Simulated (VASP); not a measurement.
Here is a VASP 6.6.1 calculation.

Contents of INCAR:

```
  PREC = Accurate
  ENCUT = 520
  EDIFF = 1E-6
  ISMEAR = -1
  SIGMA = 0.1
  LREAL = False
  LASPH = True
  NELM = 80
  ALGO = Normal
  ISIF = 2
  LWAVE = False
  LCHARG = False
  GGA = CA
  NBANDS = 38
```

The input KPOINTS:

```
regular mesh
0
Gamma
  15 15 4
```

The input POSCAR:

```
Rh
1.0
    2.6928520037      0.0000000000      0.0000000000
   -1.3464260018      2.3320782438      0.0000000000
    0.0000000000      0.0000000000      8.7851501055
Rh
4
Direct
    0.0000000000      0.0000000000      1.0000000000
    0.0000000000      0.0000000000      0.5000000000
    0.3333333333      0.6666666667      0.2500000000
    0.6666666667      0.3333333333      0.7500000000
```

Potentials or basis: VASP PAW LDA potentials, release 64 (Rh_pv).

The run is started by

```bash
$ cat potpaw_LDA.64/Rh_pv/POTCAR > POTCAR
$ mpirun -np 1 vasp_std > vasp.out
```

Estimate the band gap on the k mesh.

zero (band 30 reaches 12.35 eV, above the bottom of band 31 at 10.50 eV).

Estimate the pressure.

-10.4 GPa.

Stress tensor (GPa, compression positive):
```
-10.34   0.00   0.00
  0.00 -10.34   0.00
  0.00   0.00 -10.46
```
